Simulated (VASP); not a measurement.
A run of VASP 6.6.1:

INCAR

```
SYSTEM = KMgF3
PREC = Accurate ; ENCUT = 520
EDIFF = 1E-6 ; ISMEAR = 0
SIGMA = 0.05 ; LREAL = .False.
LASPH = .True. ; NELM = 80
ALGO = Normal ; ISIF = 2
LWAVE = .False. ; LCHARG = .False.
GGA = PE ; NBANDS = 24
```

File KPOINTS:

```
Automatic mesh
0
Gamma
  6 6 6
  0 0 0
```

The input POSCAR:

```
KMgF3
1.0
    3.9859000000      0.0000000000      0.0000000000
    0.0000000000      3.9859000000      0.0000000000
    0.0000000000      0.0000000000      3.9859000000
K Mg F
1 1 3
Direct
    0.5000000000      0.5000000000      0.5000000000
    0.0000000000      0.0000000000      0.0000000000
    0.5000000000      0.0443505094      0.0443505094
    0.0000000000      0.5443505094      0.0443505094
    0.0000000000      0.0443505094      0.5443505094
```

Potentials or basis: VASP PAW PBE potentials, release 64 (K_sv, Mg, F).

Launch:

```sh
$ cat potpaw_PBE.64/K_sv/POTCAR potpaw_PBE.64/Mg/POTCAR potpaw_PBE.64/F/POTCAR > POTCAR
$ mpirun -np 1 vasp_std > vasp.out
```

Hardware: 1 thread of Intel Xeon 6975P-C (shared host).

Problem. Estimate the wall time of this run.

Solution. It took 78 s on 1 thread of Intel Xeon 6975P-C, with other jobs on the host, peak memory 0.22 GiB. Counts: scf iterations 13, k points 52.
